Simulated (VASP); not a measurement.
# KF (Carobbiite): single point with PBE

Crystal: KF (Carobbiite).

```xyz
2
Lattice="0.0000 2.6719 2.6719 2.6719 0.0000 2.6719 2.6719 2.6719 0.0000" Properties=species:S:1:pos:R:3 pbc="T T T"
K     0.3028    2.0432    2.0432
F     2.3691    2.6326    2.6326
```

```json
{"Program": "VASP 6.6.1", "Task": "single point", "Functional": "PBE", "Potentials or basis": "VASP PAW PBE potentials, release 64 (K_sv, F)", "Cutoff": "520 eV", "k mesh": "7 × 7 × 7", "Occupations": "fermi-dirac, width 0.02 eV", "Spin": "no spin polarisation"}
```

| Property | Result |
| --- | --- |
| Pressure | 13.7 GPa |
| Largest force | 1.154 eV/Å |
| Band gap on the k mesh | 5.71 eV, indirect (least direct gap 6.07 eV) |

Forces in eV/Å, atoms in the order of the input:
```
K   -0.763  0.612  0.612
F    0.763 -0.612 -0.612
```

Stress tensor (GPa, compression positive):
```
14.45  6.11  6.11
 6.11 13.40 -5.66
 6.11 -5.66 13.40
```

Levels at points of the mesh, in eV from the valence-band top:
```csv
k point,band 6,band 7,band 8,band 9,band 10,band 11
"(0.00, 0.00, 0.00)",-0.48,-0.45,-0.36,5.71,11.28,11.31
```

It took 46 s on 1 thread of Intel(R) Xeon(R) Platinum 8259CL CPU @ 2.50GHz (Skylake/Cascade Lake), on a shared host, peak memory 0.19 GiB.

Caveat: forces of over 1 eV/Å act on the atoms, so gaps and moduli don't describe the material at rest. PBE gaps usually lie below the measured ones, often by a third to a half.
